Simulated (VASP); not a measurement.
**Pt: single point with PBE**

The system is Pt.

```
CELL_PARAMETERS angstrom
2.90340 0.00000 0.00000
-1.45170 2.51442 0.00000
0.00000 0.00000 4.84120
ATOMIC_POSITIONS crystal
Pt 0.66667 0.33333 0.75000
Pt 0.33333 0.66667 0.25000
```

| Item | Value |
| --- | --- |
| Program | VASP 6.6.1 |
| Task | single point |
| Functional | PBE |
| Potentials or basis | VASP PAW PBE potentials, release 64 (Pt) |
| Cutoff | 520 eV |
| k mesh | 18 × 18 × 10 |
| Occupations | gaussian, width 0.15 eV |
| Spin | no spin polarisation |
| Dipole correction | no |
| Further INCAR settings | ALGO = Normal; EDIFF = 1e-06; NBANDS = 17 |

* Pressure: -20.7 GPa
* Band gap on the k mesh: zero (band 10 reaches 8.74 eV, above the bottom of band 11 at 7.75 eV)

Stress tensor (GPa, compression positive):
```
-22.29   0.00   0.00
  0.00 -22.29   0.00
  0.00   0.00 -17.64
```

Levels at points of the mesh, in eV from the Fermi level:
| k point | band 8 | band 9 | band 10 | band 11 | band 12 | band 13 |
| --- | --- | --- | --- | --- | --- | --- |
| (0.00, 0.00, 0.00) | -1.72 | -1.72 | -0.21 | -0.21 | 0.03 | 4.47 |
| (0.50, 0.00, 0.00) | 0.07 | 0.08 | 0.28 | 1.99 | 3.19 | 6.94 |
| (0.00, 0.00, 0.50) | -2.85 | -0.71 | -0.71 | -0.71 | -0.71 | 11.96 |
| (0.50, 0.00, 0.50) | -0.62 | 0.19 | 0.19 | 1.76 | 1.76 | 5.53 |

Run time: 34 s on 1 thread of Intel(R) Xeon(R) 6975P-C (Granite Rapids), on a shared host, peak memory 0.23 GiB.

Caveat: spin-orbit coupling is left out, which moves the levels of the heavy elements.
